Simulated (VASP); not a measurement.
# Ag (I4/mmm) in VASP: notebook

Ag is run at these levels: PBE; tasks: single point.

Program: VASP 6.6.1. These are calculated values, not measurements. Logs are shortened: lines on timing, memory, paths and dates and some standing lists are left out, and cuts for length are marked.

## 1. The cell of the first run

The structure is tetragonal, space group I4/mmm (No. 139). The conventional cell has a = 3.121 Å, b = 3.121 Å, c = 3.759 Å, α = 90.00°, β = 90.00°, γ = 90.00°. Ag (site symmetry 4/mmm) has 14 Ag at 2.90 to 3.76 Å within 3.8 Å.

## 2. Single point, PBE (strain +0.080 along x and y, -0.080 along z)

INCAR

```
PREC     = Accurate       # precision mode
ENCUT    = 520            # plane-wave cutoff, eV
EDIFF    = 1E-7           # SCF threshold, eV
ISMEAR   = 0              # smearing method
SIGMA    = 0.15           # smearing width, eV
LREAL    = F              # projectors in reciprocal space
LASPH    = T              # aspherical terms in the spheres
NELM     = 80             # most SCF steps
ALGO     = Normal         # electronic algorithm
ISIF     = 2              # what is computed and relaxed
LWAVE    = F              # write WAVECAR
LCHARG   = T              # write CHGCAR
GGA      = PE             # functional
LELF     = T              # ELF
LVHAR    = T            
NBANDS   = 12             # bands
```

KPOINTS

```
Automatic mesh
0
Gamma
  20 20 20
```

POSCAR

```
Ag
1.0
    0.0000000000      2.2065480000      1.8796520000
    2.2065480000      0.0000000000      1.8796520000
    2.2065480000      2.2065480000      0.0000000000
Ag
1
Direct
    0.0000000000      0.0000000000      0.0000000000
```

Potentials or basis: VASP PAW PBE potentials, release 64 (Ag).

The run is started by

```bash
cat potpaw_PBE.64/Ag/POTCAR > POTCAR
mpirun -np 1 vasp_std > vasp.out
```

OUTCAR:

```text
PREC = Accurate
   ENCUT = 520
   EDIFF = 1E-7
   ISMEAR = 0
   LREAL = F
   LASPH = T
   NELM = 80
   ISIF = 2
   GGA = PE

 ion  position               nearest neighbor table
   1  0.000  0.000  0.000-

  LATTYP: Found a body centered tetragonal cell.
 ALAT       =     3.1205301076
 C/A-ratio  =     1.2047004420

  Lattice vectors:

 A1 = (   0.0000000000,  -2.2065480000,  -1.8796520000)
 A2 = (   0.0000000000,   2.2065480000,  -1.8796520000)
 A3 = (   2.2065480000,   0.0000000000,   1.8796520000)

Analysis of symmetry for initial positions (statically):
=====================================================================
 Subroutine PRICEL returns:
 Original cell was already a primitive cell.

 Routine SETGRP: Setting up the symmetry group for a
 body centered tetragonal supercell.

 Subroutine GETGRP returns: Found 16 space group operations
 (whereof 16 operations were pure point group operations)
 out of a pool of 16 trial point group operations.

The static configuration has the point symmetry D_4h.

Analysis of symmetry for dynamics (positions and initial velocities):
=====================================================================
 Subroutine PRICEL returns:
 Original cell was already a primitive cell.

 Routine SETGRP: Setting up the symmetry group for a
 body centered tetragonal supercell.

 Subroutine GETGRP returns: Found 16 space group operations
 (whereof 16 operations were pure point group operations)
 out of a pool of 16 trial point group operations.

The dynamic configuration has the point symmetry D_4h.

 Subroutine INISYM returns: Found 16 space group operations
 (whereof 16 operations are pure point group operations),
 and found     1 'primitive' translations

----------------------------------------------------------------------------------------

                                     Primitive cell

  volume of cell :      18.3035

  direct lattice vectors                    reciprocal lattice vectors
     0.000000000  2.206548000  1.879652000    -0.226598288  0.226598288  0.266006686
     2.206548000  0.000000000  1.879652000     0.226598288 -0.226598288  0.266006686
     2.206548000  2.206548000  0.000000000     0.226598288  0.226598288 -0.266006686

  length of vectors
     2.898610998  2.898610998  3.120530108     0.416477041  0.416477041  0.416477041

  position of ions in fractional coordinates (direct lattice)
     0.000000000  0.000000000  0.000000000

[... 77 lines left out ...]
   EDIFFG = 0.1E-05   stopping-criterion for IOM
   NSW    =      0    number of steps for IOM
   IBRION =     -1    ionic relax: 0-MD 1-quasi-New 2-CG
   NFREE  =      0    steps in history (QN), initial steepest desc. (CG)
   ISIF   =      2    stress and relaxation
   ISYM   =      2    0-nonsym 1-usesym 2-fastsym
   POTIM  = 0.5000    time-step for ionic-motion
   TEBEG  =    0.0;   TEEND  =   0.0 temperature during run
   PSTRESS=    0.0 pullay stress
   NELECT =      11.0000    total number of electrons
   NUPDOWN=      -1.0000    fix difference up-down
   EMIN   =  10.00;   EMAX   =-10.00  energy-range for DOS
   EFERMI =   0.00;   METHOD = LEGACY
   ISMEAR =     0;   SIGMA  =   0.15  broadening in eV -4-tet -1-fermi 0-gaus
   EFERMI_NEDOS =   21; number of points for ismear=-14 and -15
   IALGO  =     38    algorithm
   IMIX   =      4    mixing-type and parameters
     AMIX     =   0.40;   BMIX     =  1.00
     AMIX_MAG =   1.60;   BMIX_MAG =  1.00
  volume/ion in A,a.u.               =      18.30       123.52
  Fermi-wavevector in a.u.,A,eV,Ry     =   1.381532  2.610717 25.968502  1.908631
  Thomas-Fermi vector in A             =   2.506308
   LORBIT       =      0    0 simple, 1 ext, 2 COOP (PROOUT), +10 PAW based schemes
   GGA     = PE    functional components
   LHFCALC =     F    Hartree Fock is set to
   AEXX    =    0.0000 exact exchange contribution
   IVDW    =     0    specifies the selected vdW correction
   LEPSILON=     F    determine dielectric tensor
   LRPA    =     F    only Hartree local field effects (RPA)
 non-spin polarized calculation
 Gauss-broadening in eV      SIGMA  =   0.15
  energy-cutoff  :      520.00
  volume of cell :       18.30
 maximum number of plane-waves:       512
 NGX is ok and might be reduce to    24
   NGX = 11   NGY = 11   NGZ = 11

 number of electron      11.0000000 magnetization

 Free energy of the ion-electron system (eV)
  ---------------------------------------------------
  ext. energy  EPLUGINS =         0.00000000
  ---------------------------------------------------
  free energy    TOTEN  =        -2.69982417 eV

  energy without entropy =       -2.69627244  energy(sigma->0) =       -2.69804830

 E-fermi :   7.4783     XC(G=0): -11.7903

 val. band max:        7.4751779218   @ k =  -0.3500   0.2000   0.0500
 cond. band min:       7.4860139515   @ k =  -0.3000   0.2500   0.1000
 fundamental gap:      0.0108360297
 Fermi energy:         7.4783041563

 k-point     1 :       0.0000    0.0000    0.0000
  band No.  band energies     occupation
      1       0.2255      2.00000
      2       2.7297      2.00000
      3       2.7297      2.00000
      4       3.3569      2.00000
      5       3.4831      2.00000
      6       4.1367      2.00000
      7      23.7227      0.00000
      8      25.9647      0.00000
      9      25.9647      0.00000
     10      27.8684      0.00000
     11      31.0466      0.00000
     12      31.1489      0.00000
[... 331 lines left out ...]
 k-point    24 :      -0.3500    0.0500    0.0000
  band No.  band energies     occupation
      1       1.6594      2.00000
      2       2.6271      2.00000
      3       3.3648      2.00000
      4       4.0773      2.00000
      5       4.3123      2.00000
      6       5.1578      2.00000
      7      14.2912      0.00000
      8      22.4563      0.00000
      9      24.1267      0.00000
     10      26.1297      0.00000
     11      27.8811      0.00000
     12      29.0546      0.00000

 [... further k-points ...]
[... 5 lines left out ...]
  --------------------------------------------------------------------------------------
  -------------------------------------------------------------------------------------
  Total       -0.2812410     -0.2812410     -0.0658108      0.0000000     -0.0000000      0.0000000
  in kB      -24.6181311    -24.6181311     -5.7606808      0.0000000     -0.0000000      0.0000000
  external PRESSURE =     -18.3323143 kB  Pullay stress =       0.0000000 kB

 VOLUME and BASIS-vectors are now :
 -----------------------------------------------------------------------------
  energy-cutoff  :      520.00
  volume of cell :       18.30
      direct lattice vectors                 reciprocal lattice vectors
     0.000000000  2.206548000  1.879652000    -0.226598288  0.226598288  0.266006686
     2.206548000  0.000000000  1.879652000     0.226598288 -0.226598288  0.266006686
     2.206548000  2.206548000  0.000000000     0.226598288  0.226598288 -0.266006686

 POSITION                                       TOTAL-FORCE (eV/Angst)
 -----------------------------------------------------------------------------------
      0.00000      0.00000      0.00000         0.000000      0.000000      0.000000
 -----------------------------------------------------------------------------------
    total drift:                               -0.000000     -0.000000     -0.000000

  FREE ENERGIE OF THE ION-ELECTRON SYSTEM (eV)
  ---------------------------------------------------
  free  energy   TOTEN  =        -2.6998241659 eV

  energy  without entropy=       -2.6962724394  energy(sigma->0) =       -2.69804830
```

OSZICAR:

```text
N       E                     dE             d eps       ncg     rms          rms(c)
DAV:   1     0.523077316798E+02    0.52308E+02   -0.54490E+03 15548   0.819E+02
DAV:   2    -0.209717295494E+01   -0.54405E+02   -0.51410E+02 17848   0.191E+02
DAV:   3    -0.292867716700E+01   -0.83150E+00   -0.83093E+00 18132   0.252E+01
DAV:   4    -0.293127974898E+01   -0.26026E-02   -0.26025E-02 17420   0.147E+00
DAV:   5    -0.293130183572E+01   -0.22087E-04   -0.22086E-04 18064   0.122E-01    0.435E+00
DAV:   6    -0.270772187420E+01    0.22358E+00   -0.92979E-01 16712   0.851E+00    0.293E+00
DAV:   7    -0.270208635096E+01    0.56355E-02   -0.62766E-03 17536   0.770E-01    0.169E+00
DAV:   8    -0.269980975056E+01    0.22766E-02   -0.71962E-04 17208   0.214E-01    0.700E-02
DAV:   9    -0.269981891273E+01   -0.91622E-05   -0.87623E-06 17212   0.224E-02    0.220E-02
DAV:  10    -0.269982451383E+01   -0.56011E-05   -0.42154E-06 17280   0.197E-02    0.365E-03
DAV:  11    -0.269982421798E+01    0.29585E-06   -0.80374E-08 13752   0.238E-03    0.719E-04
DAV:  12    -0.269982416595E+01    0.52030E-07   -0.72638E-09  8752   0.730E-04
   1 F= -.26998242E+01 E0= -.26980483E+01  d E =-.355173E-02
```

Wall time 2 min (1 thread of Intel Xeon 6975P-C, shared host); peak memory 0.25 GiB.

What came out:

- Free energy: -2.6998 eV
- Pressure: -1.8 GPa

Stress tensor (GPa, compression positive):
```
-2.46  0.00  0.00
 0.00 -2.46  0.00
 0.00  0.00 -0.58
```

Caveat: the cell differs from its parent crystal (strain +0.080 along x and y, -0.080 along z).

## 3. Single point, PBE (strain -0.080 along x and y, +0.040 along z)

INCAR

```
SYSTEM = Ag
  PREC = Accurate
  ENCUT = 520
  EDIFF = 1E-6
  ISMEAR = 0
  SIGMA = 0.15
  LREAL = .False.
  LASPH = .True.
  NELM = 80
  ALGO = Normal
  ISIF = 2
  LWAVE = .False.
  LCHARG = .True.
  GGA = PE
  LELF = .True.
  LVHAR = .True.
  NBANDS = 12
```

KPOINTS

```
regular mesh
0
Gamma
  20 20 20
  0 0 0
```

POSCAR

```
Ag
1.0
    0.0000000000      1.8796520000      2.1248240000
    1.8796520000      0.0000000000      2.1248240000
    1.8796520000      1.8796520000      0.0000000000
Ag
1
Direct
    0.0000000000      0.0000000000      0.0000000000
```

Potentials or basis: VASP PAW PBE potentials, release 64 (Ag).

The run is started by

```bash
cat potpaw_PBE.64/Ag/POTCAR > POTCAR
mpirun -np 1 vasp_std > vasp.out
```

Wall time 33 s (1 thread of Intel Xeon 6975P-C (Granite Rapids), shared host); peak memory 0.22 GiB.

It converged, with:

```
Free energy : -2.4973 eV
Pressure    : 26.4 GPa
```

Stress tensor (GPa, compression positive):
```
30.04  0.00  0.00
 0.00 30.04  0.00
 0.00  0.00 19.16
```

Levels at points of the mesh, in eV from the Fermi level:
```
           k point  band 3  band 4  band 5  band 6  band 7  band 8  band 9  band 10
(0.00, 0.00, 0.00)   -5.04   -5.04   -4.71   -3.65   16.39   18.95   21.27    21.27
(0.50, 0.00, 0.00)   -5.01   -3.31   -2.97   -0.81    4.37   14.58   18.72    20.65
(0.50, 0.50, 0.00)   -3.09   -2.94   -2.94   -0.02    5.63   12.85   12.85    20.20
(0.50, 0.00, 0.50)   -3.28   -3.26   -2.46    2.23    8.84   10.42   10.77    18.05
```

Caveat: the cell differs from its parent crystal (strain -0.080 along x and y, +0.040 along z).

## 4. Single point, PBE (strain +0.000 along x and y, -0.080 along z)

INCAR

```
  PREC = Accurate
  ENCUT = 520
  EDIFF = 1E-7
  ISMEAR = 0
  SIGMA = 0.15
  LREAL = False
  LASPH = True
  NELM = 60
  ALGO = Fast
  ISIF = 2
  LWAVE = False
  LCHARG = True
  GGA = PE
  LELF = True
  LVHAR = True
  NBANDS = 12
```

KPOINTS

```
regular mesh
0
Gamma
  20 20 20
```

POSCAR

```
Ag
1.0
    0.0000000000      2.0431000000      1.8796520000
    2.0431000000      0.0000000000      1.8796520000
    2.0431000000      2.0431000000      0.0000000000
Ag
1
Direct
    0.0000000000      0.0000000000      0.0000000000
```

Potentials or basis: VASP PAW PBE potentials, release 64 (Ag).

The run is started by

```bash
cat potpaw_PBE.64/Ag/POTCAR > POTCAR
mpirun -np 1 vasp_std > vasp.out
```

OUTCAR:

```text
PREC = Accurate
   ENCUT = 520
   EDIFF = 1E-7
   ISMEAR = 0
   LREAL = False
   LASPH = True
   NELM = 60
   ISIF = 2
   GGA = PE

 ion  position               nearest neighbor table
   1  0.000  0.000  0.000-

  LATTYP: Found a body centered tetragonal cell.
 ALAT       =     2.8893797293
 C/A-ratio  =     1.3010764774

  Lattice vectors:

 A1 = (   0.0000000000,  -2.0431000000,  -1.8796520000)
 A2 = (   0.0000000000,   2.0431000000,  -1.8796520000)
 A3 = (   2.0431000000,   0.0000000000,   1.8796520000)

Analysis of symmetry for initial positions (statically):
=====================================================================
 Subroutine PRICEL returns:
 Original cell was already a primitive cell.

 Routine SETGRP: Setting up the symmetry group for a
 body centered tetragonal supercell.

 Subroutine GETGRP returns: Found 16 space group operations
 (whereof 16 operations were pure point group operations)
 out of a pool of 16 trial point group operations.

The static configuration has the point symmetry D_4h.

Analysis of symmetry for dynamics (positions and initial velocities):
=====================================================================
 Subroutine PRICEL returns:
 Original cell was already a primitive cell.

 Routine SETGRP: Setting up the symmetry group for a
 body centered tetragonal supercell.

 Subroutine GETGRP returns: Found 16 space group operations
 (whereof 16 operations were pure point group operations)
 out of a pool of 16 trial point group operations.

The dynamic configuration has the point symmetry D_4h.

 Subroutine INISYM returns: Found 16 space group operations
 (whereof 16 operations are pure point group operations),
 and found     1 'primitive' translations

----------------------------------------------------------------------------------------

[... 111 lines left out ...]
  volume/ion in A,a.u.               =      15.69       105.90
  Fermi-wavevector in a.u.,A,eV,Ry     =   1.454265  2.748162 28.774773  2.114886
  Thomas-Fermi vector in A             =   2.571436
   LORBIT       =      0    0 simple, 1 ext, 2 COOP (PROOUT), +10 PAW based schemes
   GGA     = PE    functional components
   LHFCALC =     F    Hartree Fock is set to
   AEXX    =    0.0000 exact exchange contribution
   IVDW    =     0    specifies the selected vdW correction
   LEPSILON=     F    determine dielectric tensor
   LRPA    =     F    only Hartree local field effects (RPA)
 non-spin polarized calculation
 RMM-DIIS sequential band-by-band and
 Gauss-broadening in eV      SIGMA  =   0.15
  energy-cutoff  :      520.00
  volume of cell :       15.69
 maximum number of plane-waves:       441
 NGX is ok and might be reduce to    24
   NGX = 11   NGY = 11   NGZ = 11

 number of electron      11.0000000 magnetization

 Free energy of the ion-electron system (eV)
  ---------------------------------------------------
  ext. energy  EPLUGINS =         0.00000000
  ---------------------------------------------------
  free energy    TOTEN  =        -2.61437056 eV

  energy without entropy =       -2.61174207  energy(sigma->0) =       -2.61305631

 E-fermi :   9.6881     XC(G=0): -12.7127

 val. band max:        9.6744245477   @ k =   0.5000   0.2000   0.1000
 cond. band min:       9.7228575576   @ k =   0.5000   0.1000   0.3000
 fundamental gap:      0.0484330100
 Fermi energy:         9.6880510322

 k-point     1 :       0.0000    0.0000    0.0000
  band No.  band energies     occupation
      1       1.2415      2.00000
      2       4.3495      2.00000
      3       4.3495      2.00000
      4       4.8957      2.00000
      5       5.3888      2.00000
      6       5.9700      2.00000
      7      25.9332      0.00000
      8      29.4126      0.00000
      9      29.4126      0.00000
     10      30.9247      0.00000
     11      34.9346      0.00000
     12      35.9481      0.00000
[... 331 lines left out ...]
 k-point    24 :      -0.3500    0.0500    0.0000
  band No.  band energies     occupation
      1       2.8557      2.00000
      2       4.3505      2.00000
      3       4.8347      2.00000
      4       5.9756      2.00000
      5       6.2699      2.00000
      6       7.0806      2.00000
      7      17.1675      0.00000
      8      25.5201      0.00000
      9      28.8377      0.00000
     10      28.9245      0.00000
     11      32.6268      0.00000
     12      33.6609      0.00000

 [... further k-points ...]
[... 5 lines left out ...]
  --------------------------------------------------------------------------------------
  -------------------------------------------------------------------------------------
  Total        1.5550809      1.5550809      1.8611869      0.0000000     -0.0000000      0.0000000
  in kB      158.7730858    158.7730858    190.0263715      0.0000000     -0.0000000      0.0000000
  external PRESSURE =     169.1908477 kB  Pullay stress =       0.0000000 kB

 VOLUME and BASIS-vectors are now :
 -----------------------------------------------------------------------------
  energy-cutoff  :      520.00
  volume of cell :       15.69
      direct lattice vectors                 reciprocal lattice vectors
     0.000000000  2.043100000  1.879652000    -0.244726151  0.244726151  0.266006686
     2.043100000  0.000000000  1.879652000     0.244726151 -0.244726151  0.266006686
     2.043100000  2.043100000  0.000000000     0.244726151  0.244726151 -0.266006686

 POSITION                                       TOTAL-FORCE (eV/Angst)
 -----------------------------------------------------------------------------------
      0.00000      0.00000      0.00000         0.000000     -0.000000     -0.000000
 -----------------------------------------------------------------------------------
    total drift:                               -0.000000      0.000000     -0.000000

  FREE ENERGIE OF THE ION-ELECTRON SYSTEM (eV)
  ---------------------------------------------------
  free  energy   TOTEN  =        -2.6143705553 eV

  energy  without entropy=       -2.6117420657  energy(sigma->0) =       -2.61305631
```

OSZICAR:

```text
N       E                     dE             d eps       ncg     rms          rms(c)
DAV:   1     0.529148744335E+02    0.52915E+02   -0.55482E+03 15488   0.840E+02
DAV:   2    -0.205746816022E+01   -0.54972E+02   -0.52004E+02 17872   0.199E+02
DAV:   3    -0.289019020913E+01   -0.83272E+00   -0.83226E+00 18052   0.256E+01
DAV:   4    -0.289264175847E+01   -0.24515E-02   -0.24514E-02 17788   0.146E+00
DAV:   5    -0.289265954642E+01   -0.17788E-04   -0.17788E-04 18116   0.111E-01    0.661E+00
RMM:   6    -0.263064195296E+01    0.26202E+00   -0.35305E-01 15651   0.545E+00    0.407E+00
RMM:   7    -0.261809702381E+01    0.12545E-01   -0.12197E-02 17395   0.124E+00    0.221E+00
RMM:   8    -0.261437631425E+01    0.37207E-02   -0.11102E-03 17756   0.321E-01    0.193E-01
RMM:   9    -0.261436856149E+01    0.77528E-05   -0.13648E-04 19296   0.107E-01    0.766E-02
RMM:  10    -0.261436921021E+01   -0.64871E-06   -0.24333E-05 18777   0.399E-02    0.308E-02
RMM:  11    -0.261437056973E+01   -0.13595E-05   -0.66236E-06 18452   0.156E-02    0.866E-03
RMM:  12    -0.261437055526E+01    0.14473E-07   -0.69138E-07 17172   0.653E-03
   1 F= -.26143706E+01 E0= -.26130563E+01  d E =-.262849E-02
```

It took 44 s on 1 thread of Intel Xeon 6975P-C (Granite Rapids), shared host; peak memory 0.23 GiB.

What came out:

```yaml
Free_energy: -2.6144 eV
Pressure: 16.9 GPa
```

Caveat: the cell differs from its parent crystal (strain +0.000 along x and y, -0.080 along z).

## 5. Overview

```tsv
cell	gap on the mesh (eV)	pressure (GPa)
a = 2.899, b = 2.899, c = 3.121 Å, angles 57.4, 57.4, 65.1°, 1 atom	none	-1.8
a = 2.837, b = 2.837, c = 2.658 Å, angles 62.1, 62.1, 55.9°, 1 atom	none	26.4
a = 2.776, b = 2.776, c = 2.889 Å, angles 58.6, 58.6, 62.7°, 1 atom	none	16.9
```

Alike in all rows: task single point; level PBE; potentials or basis VASP PAW PBE potentials, release 64 (Ag); no spin polarisation; k mesh 20 × 20 × 20; cutoff (eV) 520; smearing gaussian 0.15 eV.

Total energies depend on the potentials used, so only differences within one code and one set of settings carry meaning.
